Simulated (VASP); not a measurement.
A run of VASP 6.6.1:

The input POSCAR:

```
Tc
1.0
    0.0000000000      1.9500000000      1.9500000000
    1.9500000000      0.0000000000      1.9500000000
    1.9500000000      1.9500000000      0.0000000000
Tc
1
Direct
    0.0000000000      0.0000000000      0.0000000000
```

File INCAR.step1:

```
SYSTEM = Tc
  PREC = Accurate
  ENCUT = 520
  EDIFF = 1E-5
  ISMEAR = 0
  SIGMA = 0.025
  LREAL = .False.
  LASPH = .True.
  NELM = 80
  ALGO = Normal
  ISIF = 2
  LWAVE = .True.
  GGA = PE
  NBANDS = 12
```

Contents of INCAR.step2:

```
SYSTEM = Tc
  PREC = Accurate
  ENCUT = 520
  EDIFF = 1E-7
  ISMEAR = 0
  SIGMA = 0.025
  LREAL = .False.
  LASPH = .True.
  NELM = 80
  ALGO = Normal
  ISIF = 2
  LWAVE = .False.
  LCHARG = .True.
  METAGGA = R2SCAN
  LHFCALC = .True.
  AEXX = 0.1
  LMIXTAU = .True.
  PRECFOCK = Normal
  LELF = .True.
  LVHAR = .True.
  ISTART = 1
  NBANDS = 12
```

Contents of KPOINTS:

```
regular mesh
0
Gamma
  7 7 7
  0 0 0
```

Potentials or basis: VASP PAW PBE potentials, release 64 (Tc_pv).

The run is started by

```bash
$ cat potpaw_PBE.64/Tc_pv/POTCAR > POTCAR
$ cp INCAR.step1 INCAR
$ mpirun -np 1 vasp_std > vasp.out
$ cp INCAR.step2 INCAR
$ mpirun -np 1 vasp_std > vasp.out
```

Hardware: 1 thread of Oxide Virtual Turin-like Processor, on a shared host.

Question: Estimate the wall time of this run.

Answer: It took 13 min on 1 thread of Oxide Virtual Turin-like Processor, with other jobs on the host, peak memory 0.12 GiB. Counts: k points 20.
